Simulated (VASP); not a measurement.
# Ag (P6/mmm) in VASP: notebook

Runs on Ag. Level: PBE. Tasks: single point.

Everything below comes from runs of VASP 6.6.1. Logs are shortened: lines on timing, memory, paths and dates and some standing lists are left out, and cuts for length are marked.

## (1) The cell of the first run

It takes space group P6/mmm (No. 191, hexagonal). Conventional cell: a = 2.492 Å, b = 2.492 Å, c = 2.397 Å, α = 90.00°, β = 90.00°, γ = 120.00°. Within 3.2 Å of Ag (site symmetry 6/mmm) lie 8 Ag at 2.40 to 2.49 Å.

This isn't the form of Ag at room conditions, which is fcc.

## (2) Single point, PBE

The input, INCAR:

```
PREC     = Accurate       # precision mode
ENCUT    = 520            # plane-wave cutoff, eV
EDIFF    = 1E-6           # SCF threshold, eV
ISMEAR   = -1             # smearing method
SIGMA    = 0.08           # smearing width, eV
LREAL    = False          # projectors in reciprocal space
LASPH    = True           # aspherical terms in the spheres
NELM     = 100            # most SCF steps
ALGO     = Normal         # electronic algorithm
ISIF     = 2              # what is computed and relaxed
LWAVE    = False          # write WAVECAR
LCHARG   = False          # write CHGCAR
GGA      = PE             # functional
NBANDS   = 12             # bands
```

The input, KPOINTS:

```
Automatic mesh
0
Gamma
  18 18 16
```

The input, POSCAR:

```
Ag
1.0
    2.4916657392      0.0000000000      0.0000000000
   -1.2458328696      2.1578458279      0.0000000000
    0.0000000000      0.0000000000      2.3970541720
Ag
1
Direct
    0.0000000000      0.0000000000      0.0000000000
```

Potentials or basis: VASP PAW PBE potentials, release 64 (Ag).

Run with:

```
cat potpaw_PBE.64/Ag/POTCAR > POTCAR
mpirun -np 1 vasp_std > vasp.out
```

OUTCAR:

```text
PREC = Accurate
   ENCUT = 520
   EDIFF = 1E-6
   ISMEAR = -1
   LREAL = False
   LASPH = True
   NELM = 100
   ISIF = 2
   GGA = PE

 ion  position               nearest neighbor table
   1  0.000  0.000  0.000-

  LATTYP: Found a hexagonal cell.
 ALAT       =     2.4916657392
 C/A-ratio  =     0.9620287883

  Lattice vectors:

 A1 = (   2.4916657392,   0.0000000000,   0.0000000000)
 A2 = (  -1.2458328696,   2.1578458279,   0.0000000000)
 A3 = (   0.0000000000,   0.0000000000,   2.3970541720)

Analysis of symmetry for initial positions (statically):
=====================================================================
 Subroutine PRICEL returns:
 Original cell was already a primitive cell.

 Routine SETGRP: Setting up the symmetry group for a
 hexagonal supercell.

 Subroutine GETGRP returns: Found 24 space group operations
 (whereof 24 operations were pure point group operations)
 out of a pool of 24 trial point group operations.

The static configuration has the point symmetry D_6h.

Analysis of symmetry for dynamics (positions and initial velocities):
=====================================================================
 Subroutine PRICEL returns:
 Original cell was already a primitive cell.

 Routine SETGRP: Setting up the symmetry group for a
 hexagonal supercell.

 Subroutine GETGRP returns: Found 24 space group operations
 (whereof 24 operations were pure point group operations)
 out of a pool of 24 trial point group operations.

The dynamic configuration has the point symmetry D_6h.

 Subroutine INISYM returns: Found 24 space group operations
 (whereof 24 operations are pure point group operations),
 and found     1 'primitive' translations

----------------------------------------------------------------------------------------

                                     Primitive cell

  volume of cell :      12.8881

  direct lattice vectors                    reciprocal lattice vectors
     2.491665739  0.000000000  0.000000000     0.401337942  0.231712569  0.000000000
    -1.245832870  2.157845828  0.000000000     0.000000000  0.463425138  0.000000000
     0.000000000  0.000000000  2.397054172     0.000000000  0.000000000  0.417178724

  length of vectors
     2.491665739  2.491665739  2.397054172     0.463425138  0.463425138  0.417178724

  position of ions in fractional coordinates (direct lattice)
     0.000000000  0.000000000  0.000000000

  ion indices of the primitive-cell ions
   primitive index   ion index
                 1           1

----------------------------------------------------------------------------------------

 KPOINTS: Automatic mesh

Automatic generation of k-mesh.
 Grid dimensions read from file:
 generate k-points for:   18   18   16

 Generating k-lattice:

  Cartesian coordinates                     Fractional coordinates (reciprocal lattice)
     0.022296552  0.012872920  0.000000000     0.055555556 -0.000000000  0.000000000
     0.000000000  0.025745841  0.000000000     0.000000000  0.055555556  0.000000000
     0.000000000  0.000000000  0.026073670     0.000000000  0.000000000  0.062500000

  Length of vectors
     0.025745841  0.025745841  0.026073670

  Shift w.r.t. Gamma in fractional coordinates (k-lattice)
     0.000000000  0.000000000  0.000000000

 Subroutine IBZKPT returns following result:
 ===========================================

 Found    333 irreducible k-points:

 Following reciprocal coordinates:
            Coordinates               Weight
  0.000000  0.000000  0.000000      1.000000
  0.055556  0.000000  0.000000      6.000000
  0.111111  0.000000  0.000000      6.000000
  0.166667  0.000000  0.000000      6.000000
  0.222222  0.000000  0.000000      6.000000
  0.277778  0.000000  0.000000      6.000000
[... 16 lines left out ...]
  0.333333  0.111111  0.000000     12.000000
  0.388889  0.111111  0.000000     12.000000
 [... further k-points ...]
   k-points           NKPTS =    333   k-points in BZ     NKDIM =    333   number of bands    NBANDS=     12
   number of dos      NEDOS =    301   number of ions     NIONS =      1
   total plane-waves  NPLWV =   7200
   dimension x,y,z NGX =    20 NGY =   20 NGZ =   18
   dimension x,y,z NGXF=    40 NGYF=   40 NGZF=   36
   ions per type =               1
   NGX,Y,Z   is equivalent  to a cutoff of  13.34, 13.34, 12.48 a.u.
   NGXF,Y,Z  is equivalent  to a cutoff of  26.69, 26.69, 24.97 a.u.
 SYSTEM =  unknown system
   PREC   = accura    normal or accurate (medium, high low for compatibility)
   ISTART =      0    job   : 0-new  1-cont  2-samecut
   ICHARG =      2    charge: 1-file 2-atom 10-const
   ISPIN  =      1    spin polarized calculation?
   LNONCOLLINEAR =      F non collinear calculations
   LSORBIT =      F    spin-orbit coupling
   LASPH  =      T    aspherical Exc in radial PAW
   ENCUT  =  520.0 eV  38.22 Ry    6.18 a.u.   4.63  4.63  4.46*2*pi/ulx,y,z
   NELM   =    100;   NELMIN=  2; NELMDL= -5     # of ELM steps
   EDIFF  = 0.1E-05   stopping-criterion for ELM
   LREAL  =      F    real-space projection
   EDIFFG = 0.1E-04   stopping-criterion for IOM
   NSW    =      0    number of steps for IOM
   IBRION =     -1    ionic relax: 0-MD 1-quasi-New 2-CG
   NFREE  =      0    steps in history (QN), initial steepest desc. (CG)
   ISIF   =      2    stress and relaxation
   ISYM   =      2    0-nonsym 1-usesym 2-fastsym
   POTIM  = 0.5000    time-step for ionic-motion
   TEBEG  =    0.0;   TEEND  =   0.0 temperature during run
   PSTRESS=    0.0 pullay stress
   NELECT =      11.0000    total number of electrons
   NUPDOWN=      -1.0000    fix difference up-down
   EMIN   =  10.00;   EMAX   =-10.00  energy-range for DOS
   EFERMI =   0.00;   METHOD = LEGACY
   ISMEAR =    -1;   SIGMA  =   0.08  broadening in eV -4-tet -1-fermi 0-gaus
   EFERMI_NEDOS =   21; number of points for ismear=-14 and -15
   IALGO  =     38    algorithm
   IMIX   =      4    mixing-type and parameters
     AMIX     =   0.40;   BMIX     =  1.00
     AMIX_MAG =   1.60;   BMIX_MAG =  1.00
  volume/ion in A,a.u.               =      12.89        86.97
  Fermi-wavevector in a.u.,A,eV,Ry     =   1.552898  2.934552 32.810361  2.411493
  Thomas-Fermi vector in A             =   2.657207
   LORBIT       =      0    0 simple, 1 ext, 2 COOP (PROOUT), +10 PAW based schemes
   GGA     = PE    functional components
   LHFCALC =     F    Hartree Fock is set to
   AEXX    =    0.0000 exact exchange contribution
   IVDW    =     0    specifies the selected vdW correction
   LEPSILON=     F    determine dielectric tensor
   LRPA    =     F    only Hartree local field effects (RPA)
 non-spin polarized calculation
  energy-cutoff  :      520.00
  volume of cell :       12.89
 maximum number of plane-waves:       363
 NGX is ok and might be reduce to    20
   NGX =  9   NGY =  9   NGZ =  9

 number of electron      10.9999994 magnetization

 Free energy of the ion-electron system (eV)
  ---------------------------------------------------
  ext. energy  EPLUGINS =         0.00000000
  ---------------------------------------------------
  free energy    TOTEN  =        -1.23918733 eV

  energy without entropy =       -1.23436344  energy(sigma->0) =       -1.23677539

 E-fermi :  13.0966     XC(G=0): -13.9019

 val. band max:       13.0685069130   @ k =   0.3889   0.1111   0.0625
 cond. band min:      13.0988150966   @ k =   0.2778   0.0556   0.3750
 fundamental gap:      0.0303081836
 Fermi energy:        13.0965941825

 k-point     1 :       0.0000    0.0000    0.0000
  band No.  band energies     occupation
      1       3.0177      2.00000
      2       4.2420      2.00000
      3       6.8261      2.00000
      4       6.8261      2.00000
      5      10.1280      2.00000
      6      10.1280      2.00000
      7      29.2779      0.00000
      8      29.7890      0.00000
      9      36.5852      0.00000
     10      36.5852      0.00000
     11      37.7980      0.00000
     12      41.9055      0.00000

 k-point     2 :       0.0556    0.0000    0.0000
  band No.  band energies     occupation
      1       3.1468      2.00000
      2       4.2809      2.00000
      3       6.7587      2.00000
      4       6.9151      2.00000
      5      10.0519      2.00000
      6      10.1141      2.00000
      7      29.4911      0.00000
      8      29.8920      0.00000
      9      35.4952      0.00000
     10      36.0567      0.00000
     11      38.0288      0.00000
     12      42.4534      0.00000

 k-point     3 :       0.1111    0.0000    0.0000
  band No.  band energies     occupation
      1       3.5125      2.00000
      2       4.3965      2.00000
      3       6.5887      2.00000
      4       7.1766      2.00000
      5       9.8386      2.00000
      6      10.0742      2.00000
      7      29.9875      0.00000
      8      30.1108      0.00000
      9      33.8224      0.00000
     10      34.8695      0.00000
     11      37.9142      0.00000
     12      43.5683      0.00000
[... 286 lines left out ...]
 k-point    23 :       0.3333    0.1111    0.0000
  band No.  band energies     occupation
      1       4.5925      2.00000
      2       5.3260      2.00000
      3       8.2911      2.00000
      4       8.3361      2.00000
      5       9.5781      2.00000
      6      11.7520      2.00000
      7      20.9806      0.00000
      8      26.2941      0.00000
      9      33.7448      0.00000
     10      37.0206      0.00000
     11      38.5472      0.00000
     12      42.5724      0.00000

 k-point    24 :       0.3889    0.1111    0.0000
  band No.  band energies     occupation
      1       4.4349      2.00000
      2       5.4458      2.00000
      3       8.1564      2.00000
      4       8.9374      2.00000
      5       9.5271      2.00000
      6      12.8558      1.90602
      7      19.2844      0.00000
      8      25.7494      0.00000
      9      33.4594      0.00000
     10      37.9012      0.00000
     11      38.6218      0.00000
     12      42.1285      0.00000

 [... further k-points ...]

------------------------ aborting loop because EDIFF is reached ----------------------------------------

  FORCE on cell =-STRESS in cart. coord.  units (eV):
  Direction    XX          YY          ZZ          XY          YZ          ZX
  --------------------------------------------------------------------------------------
  -------------------------------------------------------------------------------------
  Total        7.9644251      7.9644251      7.9471259     -0.0000000     -0.0000000      0.0000000
  in kB      990.0952464    990.0952464    987.9446977     -0.0000000     -0.0000000      0.0000000
  external PRESSURE =     989.3783968 kB  Pullay stress =       0.0000000 kB

 VOLUME and BASIS-vectors are now :
 -----------------------------------------------------------------------------
  energy-cutoff  :      520.00
  volume of cell :       12.89
      direct lattice vectors                 reciprocal lattice vectors
     2.491665739  0.000000000  0.000000000     0.401337942  0.231712569  0.000000000
    -1.245832870  2.157845828  0.000000000     0.000000000  0.463425138  0.000000000
     0.000000000  0.000000000  2.397054172     0.000000000  0.000000000  0.417178724

 POSITION                                       TOTAL-FORCE (eV/Angst)
 -----------------------------------------------------------------------------------
      0.00000      0.00000      0.00000         0.000000      0.000000      0.000000
 -----------------------------------------------------------------------------------
    total drift:                               -0.000000      0.000000      0.000000

  FREE ENERGIE OF THE ION-ELECTRON SYSTEM (eV)
  ---------------------------------------------------
  free  energy   TOTEN  =        -1.2391873323 eV

  energy  without entropy=       -1.2343634408  energy(sigma->0) =       -1.23677539
```

It took 39 s on 1 thread of Intel Xeon 8259CL, shared host; peak memory 0.17 GiB.

What came out:

- Free energy: -1.2392 eV
- Pressure: 98.9 GPa
- Band gap on the k mesh: zero (an odd number of electrons rules out a gap without spin polarisation)

Stress tensor (GPa, compression positive):
```
99.01  0.00  0.00
 0.00 99.01  0.00
 0.00  0.00 98.79
```

Levels at points of the mesh, in eV from the Fermi level:
```csv
k point,band 4,band 5,band 6,band 7,band 8,band 9
"(0.00, 0.00, 0.00)",-6.27,-2.97,-2.97,16.18,16.69,23.49
"(0.50, 0.00, 0.00)",-3.41,-2.59,-1.29,5.48,14.49,19.82
"(0.00, 0.00, 0.50)",-4.79,-4.79,-2.58,3.57,20.23,23.82
"(0.50, 0.00, 0.50)",-2.43,-1.73,5.09,5.33,13.55,14.52
```

Caveat: the cell stands under pressure.

## (3) Single point, PBE

The input, INCAR:

```
SYSTEM = Ag
PREC = Accurate
ENCUT = 520
EDIFF = 1E-6
ISMEAR = -1
SIGMA = 0.08
LREAL = .False.
LASPH = .True.
NELM = 80
ALGO = Normal
ISIF = 2
LWAVE = .False.
LCHARG = .False.
GGA = PE
NBANDS = 12
```

The input, KPOINTS:

```
Automatic mesh
0
Gamma
  18 18 16
  0 0 0
```

POSCAR is that of step 2.

Potentials or basis: VASP PAW PBE potentials, release 64 (Ag).

Run with:

```
cat potpaw_PBE.64/Ag/POTCAR > POTCAR
mpirun -np 1 vasp_std > vasp.out
```

Wall time 42 s (1 thread of Intel Xeon 8259CL, shared host); peak memory 0.17 GiB.

It converged, with:

```
Free energy            : -1.2392 eV
Pressure               : 98.9 GPa
Band gap on the k mesh : zero (an odd number of electrons rules out a gap without spin polarisation)
```

Stress tensor (GPa, compression positive):
```
99.01  0.00  0.00
 0.00 99.01  0.00
 0.00  0.00 98.79
```

Levels at points of the mesh, in eV from the Fermi level:
| k point | band 2 | band 3 | band 4 | band 5 | band 6 | band 7 | band 8 | band 9 | band 10 | band 11 |
| --- | --- | --- | --- | --- | --- | --- | --- | --- | --- | --- |
| (0.00, 0.00, 0.00) | -8.85 | -6.27 | -6.27 | -2.97 | -2.97 | 16.18 | 16.69 | 23.49 | 23.49 | 24.70 |
| (0.50, 0.00, 0.00) | -7.64 | -5.07 | -3.41 | -2.59 | -1.29 | 5.48 | 14.49 | 19.82 | 23.08 | 24.31 |
| (0.00, 0.00, 0.50) | -5.85 | -5.85 | -4.79 | -4.79 | -2.58 | 3.57 | 20.23 | 23.82 | 23.82 | 24.20 |
| (0.50, 0.00, 0.50) | -8.20 | -5.59 | -2.43 | -1.73 | 5.09 | 5.33 | 13.55 | 14.52 | 18.30 | 21.79 |

Caveat: the cell stands under pressure.
